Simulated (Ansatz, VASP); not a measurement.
One calculation of NbP, two programs

INCAR

```
  PREC = Accurate
  ENCUT = 520
  EDIFF = 1E-7
  ISMEAR = -1
  SIGMA = 0.05
  LREAL = F
  LASPH = T
  NELM = 100
  ALGO = Normal
  ISIF = 2
  LWAVE = F
  LCHARG = F
  GGA = PE
  NBANDS = 26
```

KPOINTS

```
regular mesh
0
Gamma
  11 11 11
```

File POSCAR:

```
NbP
1.0
   -1.6407315532      1.6407315532      5.6229302316
    1.6407315532     -1.6407315532      5.6229302316
    1.6407315532      1.6407315532     -5.6229302316
Nb P
2 2
Direct
    0.2498808000      0.7498808000      0.5000000000
    0.4998808000      0.4998808000      0.0000000000
    0.8327477700      0.3327477700      0.5000000000
    0.0827477700      0.0827477700      0.0000000000
```

File input.yaml:

```yaml
crystal:
  lattice:
    - [-1.6407315532, 1.6407315532, 5.6229302316]
    - [1.6407315532, -1.6407315532, 5.6229302316]
    - [1.6407315532, 1.6407315532, -5.6229302316]
  atoms:
    - { symbol: Nb, position: [0.2498808, 0.7498808, 0.5] }
    - { symbol: Nb, position: [0.4998808, 0.4998808, 0.0] }
    - { symbol: P, position: [0.83274777, 0.33274777, 0.5] }
    - { symbol: P, position: [0.08274777, 0.08274777, 0.0] }
hamiltonian:
  xc: pbe
  pseudopotentials: { kind: paw }
kpoints:
  mp_grid: { grid: [11, 11, 11] }
scf:
  occupations: { method: fermi_dirac, width: 0.05 }
output:
  forces: true
  stress: true
  eigenvalues: true
```

Alike in both runs: task single point; functional PBE; k mesh 11 × 11 × 11; occupations fermi-dirac, width 0.05 eV; no spin polarisation.

|  | VASP | Ansatz |
| --- | --- | --- |
| version | VASP 6.6.1 | Ansatz 0.2.0 |
| potentials or method | VASP PAW PBE potentials, release 64 (Nb_sv, P) | Ansatz PAW |
| plane-wave cutoff (eV) | 520 | 420 |
| valence electrons in the cell | 36 | 36 |

|  | VASP | Ansatz | Ansatz less VASP |
| --- | --- | --- | --- |
| gap on the k mesh at the Fermi level (eV) | none | none | - |
| pressure (GPa) | 11.5 | 12.0 | +0.47 |
| traceless stress, the component that is largest in VASP (GPa) | -1.58 | -1.60 | -0.026 |
| rms of the force components (eV/Å) | 0.022 | 0.023 | +0.0010 |

Atom by atom the forces differ by 0.001 eV/Å (rms over components). A gap of «none» marks a metal or a gap that the smearing closes. The functional is the same, so the differences come from potentials, cutoffs and numerics.
